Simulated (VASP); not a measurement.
YHg, 2 atoms in the cell. Symmetry: Pm-3m, No. 221, cubic system. Conventional cell: a = 3.657 Å, b = 3.657 Å, c = 3.657 Å, α = 90.00°, β = 90.00°, γ = 90.00°. Within 4.2 Å of Y (site symmetry m-3m) lie 8 Hg at 3.17 Å and 6 Y at 3.66 Å. Within 4.2 Å of Hg (site symmetry m-3m) lie 8 Y at 3.17 Å and 6 Hg at 3.66 Å. 

| Property | Result |
| --- | --- |
| Program | VASP 6.6.1 |
| Task | electric field gradients |
| Functional | LDA |
| Potentials or basis | VASP PAW LDA potentials, release 64 (Y_sv, Hg) |
| Cutoff | 520 eV |
| k mesh | 11 × 11 × 11 |
| Occupations | fermi-dirac, width 0.08 eV |
| Spin | no spin polarisation |
| Dipole correction | no |
| Further INCAR settings | ALGO = Normal; EDIFF = 1e-08; NBANDS = 18 |

Potentials or basis: VASP PAW LDA potentials, release 64 (Y_sv, Hg).

Command:

```console
$ cat potpaw_LDA.64/Y_sv/POTCAR potpaw_LDA.64/Hg/POTCAR > POTCAR
$ mpirun -np 1 vasp_std > vasp.out
```

Hardware: 1 thread of Intel Xeon 8259CL, on a shared host.

**Question.** Estimate the wall time of this run.

**Answer.** Run time: 38 s on 1 thread of Intel Xeon 8259CL, with other jobs on the host, peak memory 0.19 GiB. Counts: scf iterations 14, k points 56.
